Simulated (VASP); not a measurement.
Runs of VASP 6.6.1 on Ag. The structure is that of space group Pm-3m (No. 221), or close to it. The cells are those of the table. This isn't the form of Ag at room conditions, which is fcc.

```csv
task,cell,cutoff (eV),gap on the mesh (eV),pressure (GPa)
single point,"a = 2.652 Å, 1 atom",520,none,9.8
relaxation of cell and atoms,"relaxed to 10 GPa from a = 2.660 Å, 1 atom",600,none,10.0
single point,"a = 2.694 Å, 1 atom",520,none,4.8
single point,"a = 2.751 Å, 1 atom",520,none,-0.1
single point,"a = 2.591 Å, 1 atom",520,none,(a)
```

Alike in all rows: level PBE; potentials or basis VASP PAW PBE potentials, release 64 (Ag); no spin polarisation; k mesh 17 × 17 × 17; smearing fermi-dirac 0.05 eV.

Task: Fill in the values left out.

Result: (a) 19.6.

Caveats: the cell stands under pressure (at least some runs); the cell is relaxed towards a set pressure, so the run minimises the enthalpy, not the energy (at least some runs).

A k mesh can miss the band edges, and the runs leave out spin-orbit coupling on Ag.

A gap of «none» marks levels without a gap at the run's occupations.
